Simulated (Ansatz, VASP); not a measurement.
## KTaO3: VASP beside Ansatz

The input POSCAR:

```
KTaO3
1.0
    4.0159991000      0.0000000000      0.0000000000
    0.0000000000      4.0159991000      0.0000000000
    0.0000000000      0.0000000000      4.0159991000
K Ta O
1 1 3
Direct
    0.5000000000      0.5000000000      0.5000000000
    0.0000000000      0.0000000000      0.0000000000
    0.5000000000      0.0000000000      0.0000000000
    0.0000000000      0.5000000000      0.0000000000
    0.0000000000      0.0000000000      0.5000000000
```

Contents of INCAR.step1:

```
PREC = Accurate
ENCUT = 520
ISMEAR = -1
SIGMA = 0.02
LREAL = F
LASPH = T
NELM = 80
GGA = PE
ALGO = Normal
EDIFF = 1E-4
LWAVE = T
LCHARG = F
```

Contents of INCAR.step2:

```
PREC = Accurate
ENCUT = 520
EDIFF = 1E-7
ISMEAR = -1
SIGMA = 0.02
LREAL = F
LASPH = T
NELM = 80
ALGO = Normal
ISIF = 2
LWAVE = F
LCHARG = F
METAGGA = R2SCAN
LMIXTAU = T
IBRION = 2
NSW = 50
EDIFFG = -0.01
ISTART = 1
```

Contents of KPOINTS:

```
Automatic mesh
0
Gamma
  8 8 8
```

Input for Ansatz:

```yaml
crystal:
  lattice:
    - [4.0159991, 0.0, 0.0]
    - [0.0, 4.0159991, 0.0]
    - [0.0, 0.0, 4.0159991]
  atoms:
    - { symbol: K, position: [0.5, 0.5, 0.5] }
    - { symbol: Ta, position: [0.0, 0.0, 0.0] }
    - { symbol: O, position: [0.5, 0.0, 0.0] }
    - { symbol: O, position: [0.0, 0.5, 0.0] }
    - { symbol: O, position: [0.0, 0.0, 0.5] }
  symmetry: { tolerance: 0.0003 }
hamiltonian:
  xc: r2scan
  pseudopotentials: { kind: paw, azcp: { folder: soft_1 } }
basis:
  ecutwfc: 500
magnetization:
  spin_polarized: false
scf:
  occupations: { method: fermi_dirac, width: 0.02 }
kpoints:
  mp_grid: { grid: [8, 8, 8], shift: [0, 0, 0] }
  band_path:
    path:
      - [0.0, 0.0, 0.0]
      - [0.0, 0.5, 0.0]
      - [0.5, 0.5, 0.0]
      - [0.0, 0.0, 0.0]
      - [0.5, 0.5, 0.5]
      - [0.0, 0.5, 0.0]
      - [0.5, 0.5, 0.5]
      - [0.5, 0.5, 0.0]
    npoints: 10
output:
  forces: true
  stress: true
  eigenvalues: true
  write_potential: true
  elf: true
  volumetric_format: npy
  dos: { e_range: [-12, 8], de: 0.05 }
relax:
  max_steps: 30
```

Alike in both runs: task relaxation of the atoms; functional r2SCAN; k mesh 8 × 8 × 8; occupations fermi-dirac, width 0.02 eV; no spin polarisation.

|  | VASP | Ansatz |
| --- | --- | --- |
| version | VASP 6.6.1 | Ansatz 0.2.0 |
| potentials or method | VASP PAW PBE potentials, release 64 (K_sv, Ta_pv, O), cutoff 520 eV | PAW plane waves |
| valence electrons in the cell | 38 | 40 |

Ansatz gave:

```
gap on the k mesh at the Fermi level, each at its own relaxed structure (eV) : 2.59
```

Which values does VASP return?

gap on the k mesh at the Fermi level, each at its own relaxed structure (eV): 2.55.

VASP's potentials were made for PBE, not for r2SCAN. VASP's potentials hold 38 valence electrons a cell and Ansatz's 40, so a difference there can come from the potentials and not from the codes. Ansatz's warnings: stress scf threshold loose.

Neither program's run includes spin-orbit coupling. Noted on VASP's run: the relaxation stopped at its first step, so nothing moved.
